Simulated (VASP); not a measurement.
# CdSe (P6_3mc) in VASP: a series of runs

The runs below take CdSe through single point, with r2SCAN.

Everything below comes from runs of VASP 6.6.1. Logs are shortened: lines on timing, memory, paths and dates and some standing lists are left out, and cuts for length are marked.

### Step 1. The cell of the first run

The structure is hexagonal, space group P6_3mc (No. 186). Conventional cell: a = 4.084 Å, b = 4.084 Å, c = 6.840 Å, α = 90.00°, β = 90.00°, γ = 120.00°. Cd (site symmetry 3m) has 4 Se at 2.51 to 2.56 Å within 3.3 Å. Within 3.3 Å of Se (site symmetry 3m) lie 4 Cd at 2.51 to 2.56 Å.

### Step 2. Single point, r2SCAN (strain -0.050 along x and y, -0.025 along z)

POSCAR reads:

```
CdSe
1.0
    4.0835749185      0.0000000000      0.0000000000
   -2.0417874593      3.5364796177      0.0000000000
    0.0000000000      0.0000000000      6.8398200000
Cd Se
2 2
Direct
    0.6666666667      0.3333333333      0.0000000000
    0.3333333333      0.6666666667      0.5000000000
    0.6666666667      0.3333333333      0.3750000000
    0.3333333333      0.6666666667      0.8750000000
```

INCAR.step1 reads:

```
SYSTEM = CdSe
  PREC = Accurate
  ENCUT = 520
  ISMEAR = 0
  SIGMA = 0.05
  LREAL = .FALSE.
  LASPH = .TRUE.
  NELM = 80
  NBANDS = 26
  GGA = PE
  ALGO = Normal
  EDIFF = 1E-4
  LWAVE = .TRUE.
  LCHARG = .FALSE.
```

INCAR.step2 reads:

```
SYSTEM = CdSe
  PREC = Accurate
  ENCUT = 520
  EDIFF = 1E-6
  ISMEAR = 0
  SIGMA = 0.05
  LREAL = .FALSE.
  LASPH = .TRUE.
  NELM = 80
  ALGO = Normal
  ISIF = 2
  LWAVE = .FALSE.
  LCHARG = .FALSE.
  METAGGA = R2SCAN
  LMIXTAU = .TRUE.
  NBANDS = 26
  ISTART = 1
```

KPOINTS reads:

```
Automatic mesh
0
G
  6 6 4
  0 0 0
```

Potentials or basis: VASP PAW PBE potentials, release 64 (Cd, Se).

Started as:

```console
$ cat potpaw_PBE.64/Cd/POTCAR potpaw_PBE.64/Se/POTCAR > POTCAR
$ cp INCAR.step1 INCAR
$ mpirun -np 1 vasp_std > vasp.out
$ cp INCAR.step2 INCAR
$ mpirun -np 1 vasp_std > vasp.out
```

OUTCAR:

```text
SYSTEM = CdSe
   PREC = Accurate
   ENCUT = 520
   EDIFF = 1E-6
   ISMEAR = 0
   LREAL = .FALSE.
   LASPH = .TRUE.
   NELM = 80
   ISIF = 2
   METAGGA = R2SCAN
   ISTART = 1

 ion  position               nearest neighbor table
   1  0.667  0.333  0.000-   4 2.51   4 2.51   4 2.51   3 2.56
   2  0.333  0.667  0.500-   3 2.51   3 2.51   3 2.51   4 2.56
   3  0.667  0.333  0.375-   2 2.51   2 2.51   2 2.51   1 2.56
   4  0.333  0.667  0.875-   1 2.51   1 2.51   1 2.51   2 2.56

  LATTYP: Found a hexagonal cell.
 ALAT       =     4.0835749185
 C/A-ratio  =     1.6749588624

  Lattice vectors:

 A1 = (   4.0835749185,   0.0000000000,   0.0000000000)
 A2 = (  -2.0417874593,   3.5364796177,   0.0000000000)
 A3 = (   0.0000000000,   0.0000000000,   6.8398200000)

Analysis of symmetry for initial positions (statically):
=====================================================================
 Subroutine PRICEL returns:
 Original cell was already a primitive cell.

 Routine SETGRP: Setting up the symmetry group for a
 hexagonal supercell.

 Subroutine GETGRP returns: Found 12 space group operations
 (whereof  6 operations were pure point group operations)
 out of a pool of 24 trial point group operations.

The static configuration has the point symmetry C_3v.
 The point group associated with its full space group is C_6v.

Analysis of symmetry for dynamics (positions and initial velocities):
=====================================================================
 Subroutine PRICEL returns:
 Original cell was already a primitive cell.

 Routine SETGRP: Setting up the symmetry group for a
 hexagonal supercell.

 Subroutine GETGRP returns: Found 12 space group operations
 (whereof  6 operations were pure point group operations)
 out of a pool of 24 trial point group operations.

The dynamic configuration has the point symmetry C_3v.
 The point group associated with its full space group is C_6v.

 Subroutine INISYM returns: Found 12 space group operations
 (whereof  6 operations are pure point group operations),
 and found     1 'primitive' translations

----------------------------------------------------------------------------------------

                                     Primitive cell

  volume of cell :      98.7771

  direct lattice vectors                    reciprocal lattice vectors
     4.083574919  0.000000000  0.000000000     0.244883471  0.141383538  0.000000000
    -2.041787459  3.536479618  0.000000000     0.000000000  0.282767076  0.000000000
     0.000000000  0.000000000  6.839820000     0.000000000  0.000000000  0.146202678

  length of vectors
     4.083574919  4.083574919  6.839820000     0.282767076  0.282767076  0.146202678

  position of ions in fractional coordinates (direct lattice)
     0.666666667  0.333333333  0.000000000
     0.333333333  0.666666667  0.500000000
     0.666666667  0.333333333  0.375000000
     0.333333333  0.666666667  0.875000000

  ion indices of the primitive-cell ions
   primitive index   ion index
                 1           1
                 2           2
                 3           3
                 4           4

----------------------------------------------------------------------------------------

 KPOINTS: Automatic mesh

Automatic generation of k-mesh.
 Grid dimensions read from file:
 generate k-points for:    6    6    4

 Generating k-lattice:

  Cartesian coordinates                     Fractional coordinates (reciprocal lattice)
     0.040813912  0.023563923  0.000000000     0.166666667  0.000000000  0.000000000
     0.000000000  0.047127846  0.000000000     0.000000000  0.166666667  0.000000000
     0.000000000  0.000000000  0.036550669     0.000000000  0.000000000  0.250000000

  Length of vectors
     0.047127846  0.047127846  0.036550669

  Shift w.r.t. Gamma in fractional coordinates (k-lattice)
     0.000000000  0.000000000  0.000000000

 Subroutine IBZKPT returns following result:
 ===========================================

 Found     21 irreducible k-points:

 Following reciprocal coordinates:
            Coordinates               Weight
  0.000000  0.000000  0.000000      1.000000
  0.166667  0.000000  0.000000      6.000000
  0.333333  0.000000  0.000000      6.000000
  0.500000  0.000000  0.000000      3.000000
  0.166667  0.166667  0.000000      6.000000
  0.333333  0.166667  0.000000     12.000000
[... 13 lines left out ...]
  0.333333  0.166667  0.500000     12.000000
  0.333333  0.333333  0.500000      2.000000
   k-points           NKPTS =     21   k-points in BZ     NKDIM =     21   number of bands    NBANDS=     26
   number of dos      NEDOS =    301   number of ions     NIONS =      4
   total plane-waves  NPLWV =  48600
   dimension x,y,z NGX =    30 NGY =   30 NGZ =   54
   dimension x,y,z NGXF=    60 NGYF=   60 NGZF=  108
   ions per type =               2   2
   NGX,Y,Z   is equivalent  to a cutoff of  12.21, 12.21, 13.13 a.u.
   NGXF,Y,Z  is equivalent  to a cutoff of  24.43, 24.43, 26.25 a.u.
 SYSTEM =  CdSe
   PREC   = accura    normal or accurate (medium, high low for compatibility)
   ISTART =      1    job   : 0-new  1-cont  2-samecut
   ICHARG =      0    charge: 1-file 2-atom 10-const
   ISPIN  =      1    spin polarized calculation?
   LNONCOLLINEAR =      F non collinear calculations
   LSORBIT =      F    spin-orbit coupling
   LASPH  =      T    aspherical Exc in radial PAW
   ENCUT  =  520.0 eV  38.22 Ry    6.18 a.u.   7.59  7.59 12.72*2*pi/ulx,y,z
   NELM   =     80;   NELMIN=  2; NELMDL=  0     # of ELM steps
   EDIFF  = 0.1E-05   stopping-criterion for ELM
   LREAL  =      F    real-space projection
   EDIFFG = 0.1E-04   stopping-criterion for IOM
   NSW    =      0    number of steps for IOM
   IBRION =     -1    ionic relax: 0-MD 1-quasi-New 2-CG
   NFREE  =      0    steps in history (QN), initial steepest desc. (CG)
   ISIF   =      2    stress and relaxation
   ISYM   =      2    0-nonsym 1-usesym 2-fastsym
   POTIM  = 0.5000    time-step for ionic-motion
   TEBEG  =    0.0;   TEEND  =   0.0 temperature during run
   PSTRESS=    0.0 pullay stress
   NELECT =      36.0000    total number of electrons
   NUPDOWN=      -1.0000    fix difference up-down
   EMIN   =  10.00;   EMAX   =-10.00  energy-range for DOS
   EFERMI =   0.00;   METHOD = LEGACY
   ISMEAR =     0;   SIGMA  =   0.05  broadening in eV -4-tet -1-fermi 0-gaus
   EFERMI_NEDOS =   21; number of points for ismear=-14 and -15
   IALGO  =     38    algorithm
   IMIX   =      4    mixing-type and parameters
     AMIX     =   0.40;   BMIX     =  1.00
     AMIX_MAG =   1.60;   BMIX_MAG =  1.00
  volume/ion in A,a.u.               =      24.69       166.65
  Fermi-wavevector in a.u.,A,eV,Ry     =   1.169383  2.209814 18.605385  1.367457
  Thomas-Fermi vector in A             =   2.305857
   LORBIT       =      0    0 simple, 1 ext, 2 COOP (PROOUT), +10 PAW based schemes
   METAGGA = R2SCAN    functional components
   LHFCALC =     F    Hartree Fock is set to
   AEXX    =    0.0000 exact exchange contribution
   IVDW    =     0    specifies the selected vdW correction
   LEPSILON=     F    determine dielectric tensor
   LRPA    =     F    only Hartree local field effects (RPA)
 non-spin polarized calculation
 Gauss-broadening in eV      SIGMA  =   0.05
  energy-cutoff  :      520.00
  volume of cell :       98.78
 maximum number of plane-waves:      2714
   NGX = 15   NGY = 15   NGZ = 25

 number of electron      36.0000001 magnetization

 Free energy of the ion-electron system (eV)
  ---------------------------------------------------
  ext. energy  EPLUGINS =         0.00000000
  ---------------------------------------------------
  free energy    TOTEN  =       -71.25754132 eV

  energy without entropy =      -71.25754132  energy(sigma->0) =      -71.25754132

 E-fermi :   2.0906     XC(G=0): -10.0665

 val. band max:        1.8325736865   @ k =   0.0000   0.0000   0.0000
 cond. band min:       3.2334456091   @ k =   0.0000   0.0000   0.0000
 fundamental gap:      1.4008719226
 Fermi energy:         2.0906424043

 k-point     1 :       0.0000    0.0000    0.0000
  band No.  band energies     occupation
      1     -12.1017      2.00000
      2     -11.6148      2.00000
      3      -6.9191      2.00000
      4      -6.9190      2.00000
      5      -6.8988      2.00000
      6      -6.8243      2.00000
[... 18 lines left out ...]
     25       9.5310      0.00000
     26      10.2754      0.00000

 k-point     2 :       0.1667    0.0000    0.0000
  band No.  band energies     occupation
      1     -11.9860      2.00000
      2     -11.5584      2.00000
      3      -6.8733      2.00000
      4      -6.8655      2.00000
      5      -6.8371      2.00000
      6      -6.7625      2.00000
[... 18 lines left out ...]
     25       9.6600      0.00000
     26      10.3037      0.00000

 k-point     3 :       0.3333    0.0000    0.0000
  band No.  band energies     occupation
      1     -11.7345      2.00000
      2     -11.4602      2.00000
      3      -6.8039      2.00000
      4      -6.7992      2.00000
      5      -6.6499      2.00000
      6      -6.6336      2.00000
[... 18 lines left out ...]
     25      10.1750      0.00000
     26      11.2677      0.00000

 k-point     4 :       0.5000    0.0000    0.0000
  band No.  band energies     occupation
      1     -11.5859      2.00000
      2     -11.4318      2.00000
      3      -6.7874      2.00000
      4      -6.7739      2.00000
      5      -6.5732      2.00000
      6      -6.5274      2.00000
[... 18 lines left out ...]
     25      10.4545      0.00000
     26      12.4853      0.00000
[... 409 lines left out ...]
      1     -11.6356      2.00000
      2     -11.6356      2.00000
      3      -6.7628      2.00000
      4      -6.7628      2.00000
      5      -6.7271      2.00000
      6      -6.7271      2.00000
[... 18 lines left out ...]
     25      10.0252      0.00000
     26      10.0252      0.00000

 k-point    20 :       0.3333    0.1667    0.5000
  band No.  band energies     occupation
      1     -11.5013      2.00000
      2     -11.5013      2.00000
      3      -6.7149      2.00000
      4      -6.7149      2.00000
      5      -6.6735      2.00000
      6      -6.6735      2.00000
[... 18 lines left out ...]
     25      10.7294      0.00000
     26      10.7294      0.00000

 k-point    21 :       0.3333    0.3333    0.5000
  band No.  band energies     occupation
      1     -11.4580      2.00000
      2     -11.4580      2.00000
      3      -6.6839      2.00000
      4      -6.6839      2.00000
      5      -6.6635      2.00000
      6      -6.6635      2.00000
[... 18 lines left out ...]
     25      11.3212      0.00000
     26      11.3212      0.00000

------------------------ aborting loop because EDIFF is reached ----------------------------------------

  FORCE on cell =-STRESS in cart. coord.  units (eV):
  Direction    XX          YY          ZZ          XY          YZ          ZX
  --------------------------------------------------------------------------------------
  -------------------------------------------------------------------------------------
  Total        8.1672762      8.1672762      5.8842464     -0.0000000      0.0000000      0.0000000
  in kB      132.4742487    132.4742487     95.4432185     -0.0000000      0.0000000      0.0000000
  external PRESSURE =     120.1305720 kB  Pullay stress =       0.0000000 kB

 VOLUME and BASIS-vectors are now :
 -----------------------------------------------------------------------------
  energy-cutoff  :      520.00
  volume of cell :       98.78
      direct lattice vectors                 reciprocal lattice vectors
     4.083574919  0.000000000  0.000000000     0.244883471  0.141383538  0.000000000
    -2.041787459  3.536479618  0.000000000     0.000000000  0.282767076  0.000000000
     0.000000000  0.000000000  6.839820000     0.000000000  0.000000000  0.146202678

 POSITION                                       TOTAL-FORCE (eV/Angst)
 -----------------------------------------------------------------------------------
      2.04179      1.17883      0.00000         0.000000     -0.000000      0.352554
     -0.00000      2.35765      3.41991        -0.000000      0.000000      0.352554
      2.04179      1.17883      2.56493         0.000000      0.000000     -0.352554
     -0.00000      2.35765      5.98484         0.000000      0.000000     -0.352554
 -----------------------------------------------------------------------------------
    total drift:                               -0.000000     -0.000000     -0.002129

  FREE ENERGIE OF THE ION-ELECTRON SYSTEM (eV)
  ---------------------------------------------------
  free  energy   TOTEN  =       -71.2575413250 eV

  energy  without entropy=      -71.2575413250  energy(sigma->0) =      -71.25754132
```

It took 7.1 min on 1 thread of Intel Xeon 8259CL, shared host; peak memory 0.25 GiB.

What came out:

```yaml
Free_energy: -71.2575 eV
Pressure: 12.0 GPa
Largest_force: 0.353 eV/Å
Band_gap_on_the_k_mesh: 1.40 eV
```

Forces on the atoms (eV/Å):
```
Cd   0.000  0.000  0.353
Cd   0.000  0.000  0.353
Se   0.000  0.000 -0.353
Se   0.000  0.000 -0.353
```

Caveat: the cell differs from its parent crystal (strain -0.050 along x and y, -0.025 along z); the cell stands under pressure; the PAW data sets were made with another functional, which shifts forces and pressure a little.

### Step 3. Single point, r2SCAN (strain +0.000 along x and y, -0.025 along z)

POSCAR: that of step 2 with these lines changed.

```diff
@@ -2,4 +2,4 @@
 1.0
-    4.0835749185      0.0000000000      0.0000000000
-   -2.0417874593      3.5364796177      0.0000000000
+    4.2984999142      0.0000000000      0.0000000000
+   -2.1492499571      3.7226101239      0.0000000000
     0.0000000000      0.0000000000      6.8398200000
```

INCAR.step1 reads:

```
SYSTEM = CdSe
PREC     = Accurate       ! precision mode
ENCUT    = 520            ! plane-wave cutoff, eV
ISMEAR   = 0              ! smearing method
SIGMA    = 0.05           ! smearing width, eV
LREAL    = .FALSE.        ! projectors in reciprocal space
LASPH    = .TRUE.         ! aspherical terms in the spheres
NELM     = 60             ! most SCF steps
NBANDS   = 26             ! bands
GGA      = PE             ! functional
ALGO     = Normal         ! electronic algorithm
EDIFF    = 1E-4           ! SCF threshold, eV
LWAVE    = .TRUE.         ! write WAVECAR
LCHARG   = .FALSE.        ! write CHGCAR
```

INCAR.step2 reads:

```
SYSTEM = CdSe
PREC     = Accurate       ! precision mode
ENCUT    = 520            ! plane-wave cutoff, eV
EDIFF    = 1E-6           ! SCF threshold, eV
ISMEAR   = 0              ! smearing method
SIGMA    = 0.05           ! smearing width, eV
LREAL    = .FALSE.        ! projectors in reciprocal space
LASPH    = .TRUE.         ! aspherical terms in the spheres
NELM     = 60             ! most SCF steps
ALGO     = Normal         ! electronic algorithm
ISIF     = 2              ! what is computed and relaxed
LWAVE    = .FALSE.        ! write WAVECAR
LCHARG   = .FALSE.        ! write CHGCAR
METAGGA  = R2SCAN         ! meta-GGA
LMIXTAU  = .TRUE.       
NBANDS   = 26             ! bands
ISTART   = 1
```

KPOINTS is that of step 2.

Potentials or basis: VASP PAW PBE potentials, release 64 (Cd, Se).

Started as:

```console
$ cat potpaw_PBE.64/Cd/POTCAR potpaw_PBE.64/Se/POTCAR > POTCAR
$ cp INCAR.step1 INCAR
$ mpirun -np 1 vasp_std > vasp.out
$ cp INCAR.step2 INCAR
$ mpirun -np 1 vasp_std > vasp.out
```

It took 9.1 min on 1 thread of Intel Xeon 8259CL, shared host; peak memory 0.26 GiB.

Results (log left out):

| Quantity | Value |
| --- | --- |
| Free energy | -71.7447 eV |
| Pressure | 3.5 GPa |
| Largest force | 0.281 eV/Å |
| Band gap on the k mesh | 1.24 eV |

Forces on the atoms (eV/Å):
```
Cd   0.000  0.000 -0.281
Cd   0.000  0.000 -0.281
Se   0.000  0.000  0.281
Se   0.000  0.000  0.281
```

Stress tensor (GPa, compression positive):
```
2.47 0.00 0.00
0.00 2.47 0.00
0.00 0.00 5.59
```

Levels at points of the mesh, in eV from the valence-band top:
| k point | band 16 | band 17 | band 18 | band 19 | band 20 | band 21 |
| --- | --- | --- | --- | --- | --- | --- |
| (0.00, 0.00, 0.00) | -0.01 | -0.01 | 0.00 | 1.24 | 2.59 | 6.28 |
| (0.50, 0.00, 0.00) | -2.05 | -1.42 | -0.77 | 3.62 | 3.79 | 5.17 |
| (0.00, 0.00, 0.50) | -0.47 | -0.47 | -0.47 | 2.87 | 2.87 | 6.46 |
| (0.50, 0.00, 0.50) | -1.46 | -1.38 | -1.38 | 3.39 | 3.39 | 5.35 |

Caveat: the cell differs from its parent crystal (strain +0.000 along x and y, -0.025 along z); the cell stands under pressure; the PAW data sets were made with another functional, which shifts forces and pressure a little.

### Step 4. Single point, r2SCAN (strain -0.025 along x and y, +0.050 along z)

POSCAR reads:

```
CdSe
1.0
    4.1910374164      0.0000000000      0.0000000000
   -2.0955187082      3.6295448708      0.0000000000
    0.0000000000      0.0000000000      7.3659600000
Cd Se
2 2
Direct
    0.6666666667      0.3333333333      0.0000000000
    0.3333333333      0.6666666667      0.5000000000
    0.6666666667      0.3333333333      0.3750000000
    0.3333333333      0.6666666667      0.8750000000
```

INCAR.step1 is that of step 3.

INCAR.step2 is that of step 3.

KPOINTS is that of step 3.

Started as:

```console
$ cat potpaw_PBE.64/Cd/POTCAR potpaw_PBE.64/Se/POTCAR > POTCAR
$ cp INCAR.step1 INCAR
$ mpirun -np 1 vasp_std > vasp.out
$ cp INCAR.step2 INCAR
$ mpirun -np 1 vasp_std > vasp.out
```

It took 9.1 min on 1 thread of Intel Xeon 8259CL, shared host; peak memory 0.27 GiB.

The run converged. Its results:

- Free energy: -71.6919 eV
- Pressure: 2.4 GPa
- Largest force: 0.470 eV/Å
- Band gap on the k mesh: 1.03 eV

Forces in eV/Å, atoms in the order of the input:
```
Cd   0.000  0.000  0.470
Cd   0.000  0.000  0.470
Se   0.000  0.000 -0.470
Se   0.000  0.000 -0.470
```

Stress tensor (GPa, compression positive):
```
 4.57  0.00  0.00
 0.00  4.57  0.00
 0.00  0.00 -1.96
```

Levels at points of the mesh, in eV from the valence-band top:
| k point | band 15 | band 16 | band 17 | band 18 | band 19 | band 20 | band 21 | band 22 |
| --- | --- | --- | --- | --- | --- | --- | --- | --- |
| (0.00, 0.00, 0.00) | -0.61 | -0.35 | 0.00 | 0.00 | 1.03 | 2.98 | 6.00 | 6.62 |
| (0.50, 0.00, 0.00) | -2.75 | -1.80 | -1.45 | -0.90 | 3.44 | 3.89 | 4.75 | 6.00 |
| (0.00, 0.00, 0.50) | -0.32 | -0.32 | -0.32 | -0.32 | 2.88 | 2.88 | 5.97 | 5.97 |
| (0.50, 0.00, 0.50) | -1.64 | -1.64 | -1.38 | -1.38 | 3.12 | 3.12 | 5.13 | 5.13 |

Caveat: the cell differs from its parent crystal (strain -0.025 along x and y, +0.050 along z); the stress differs along the axes, from -2 to 5 GPa; the PAW data sets were made with another functional, which shifts forces and pressure a little.

### Step 5. Summary

```tsv
cell	gap on the mesh (eV)	pressure (GPa)	largest force (eV/Å)
a = 4.084, b = 4.084, c = 6.840 Å, angles 90.0, 90.0, 120.0°, 4 atoms	1.40	12.0	0.35
a = 4.298, b = 4.298, c = 6.840 Å, angles 90.0, 90.0, 120.0°, 4 atoms	1.24	3.5	0.28
a = 4.191, b = 4.191, c = 7.366 Å, angles 90.0, 90.0, 120.0°, 4 atoms	1.03	2.4	0.47
```

Alike in all rows: task single point; level r2SCAN; potentials or basis VASP PAW PBE potentials, release 64 (Cd, Se); no spin polarisation; k mesh 6 × 6 × 4; cutoff (eV) 520; smearing gaussian 0.05 eV.

Caveats: the PAW data sets were made with another functional, which shifts forces and pressure a little; the cell stands under pressure (at least some runs); the stress differs along the axes, from -2 to 5 GPa (at least some runs).

Absolute energies hang on the potentials; compare differences alone.
